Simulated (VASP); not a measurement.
A run of VASP 6.6.1 is set up as follows.

File INCAR:

```
ALGO = Normal ; EDIFF = 1E-8
ENCUT = 420 ; GGA_COMPAT = F
ISIF = 2 ; ISMEAR = -1
LASPH = T ; LCHARG = F
LEFG = T ; LREAL = F
LWAVE = F ; NBANDS = 22
NELM = 120 ; PREC = Accurate
SIGMA = 0.05
```

The input KPOINTS:

```
k-points
0
Gamma
  12 12 7
```

File POSCAR:

```
ReOs
1.0
    2.7573303527      0.0000000000      0.0000000000
   -1.3786651764      2.3879181321      0.0000000000
    0.0000000000      0.0000000000      4.3824281800
Re Os
1 1
Direct
    0.5266666667      0.2633333333      0.3950000000
    0.1400000000      0.0700000000      0.1050000000
```

Potentials or basis: VASP PAW LDA potentials, release 64 (Re_sv_GW, Os_sv_GW).

Launch:

```console
$ cat potpaw_LDA.64/Re_sv_GW/POTCAR potpaw_LDA.64/Os_sv_GW/POTCAR > POTCAR
$ mpirun -np 1 vasp_std > vasp.out
```

Estimate the pressure.

374.7 GPa.

Predict the largest force.

104.070 eV/Å.

Predict the band gap on the k mesh.

zero (an odd number of electrons rules out a gap without spin polarisation).

Electric field gradients, principal values (V/Å²):
| atom | least | middle | greatest (by size) |
| --- | --- | --- | --- |
| 1 Re | -312.394 | -355.196 | 667.590 |
| 2 Os | -259.649 | -260.640 | 520.289 |

Caveat: the cell differs from its parent crystal (shortest bond scaled by 0.58); atoms lie so close that the PAW spheres overlap strongly, which falsifies energies and pressures; the stress differs along the axes, from 164 to 605 GPa; without QUAD_EFG the Cq values of the log hold for a quadrupole moment of 1 mb, not for the nuclei; spin-orbit coupling is left out, which moves the levels of the heavy elements; forces of over 1 eV/Å act on the atoms, so gaps and moduli don't describe the material at rest.
